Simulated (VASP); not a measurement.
Set up this calculation in VASP 6.6.1, as the native input.

* Task: single point
* Functional: PBEsol
* Potentials or basis: VASP PAW PBE potentials, release 64 (Sb)
* Cutoff: 520 eV
* k mesh: 18 × 18 × 10
* Occupations: gaussian, width 0.15 eV
* Spin: no spin polarisation
* Dipole correction: no
* Further INCAR settings: ALGO = Normal; EDIFF = 1e-07; NBANDS = 12

The structure of Sb lies in POSCAR:

```
Sb
1.0
    3.3690001795      0.0000000000      0.0000000000
   -1.6845000898      2.9176397408      0.0000000000
    0.0000000000      0.0000000000      5.3300000000
Sb
2
Direct
    0.3333333333      0.6666666667      0.2312382739
    0.6666666667      0.3333333333      0.7500000000
```

This cell differs from its parent crystal: atom 1 (Sb) moved by (+0.000, -0.100) A along x and z.

These files were run (other wordings do the same):

INCAR

```
  ALGO = Normal
  EDIFF = 1E-7
  ENCUT = 520
  GGA = PS
  ISIF = 2
  ISMEAR = 0
  LASPH = T
  LCHARG = F
  LREAL = F
  LWAVE = F
  NBANDS = 12
  NELM = 80
  PREC = Accurate
  SIGMA = 0.15
```

KPOINTS

```
k-points
0
Gamma
  18 18 10
```

Potentials or basis: VASP PAW PBE potentials, release 64 (Sb).

Launch:

```console
$ cat potpaw_PBE.64/Sb/POTCAR > POTCAR
$ mpirun -np 1 vasp_std > vasp.out
```

Results of the run:

| Item | Value |
| --- | --- |
| Pressure | 0.1 GPa |
| Largest force | 0.139 eV/Å |
| Band gap on the k mesh | zero (bands 5 and 6 overlap by 7.16 eV) |

Caveat: the cell differs from its parent crystal (atom 1 (Sb) moved by (+0.000, -0.100) A along x and z); the PAW data sets were made with another functional, which shifts forces and pressure a little; spin-orbit coupling is left out, which moves the levels of the heavy elements.

Run time: 5.3 min on 1 thread of Intel Xeon 8259CL, with other jobs on the host, peak memory 0.32 GiB.
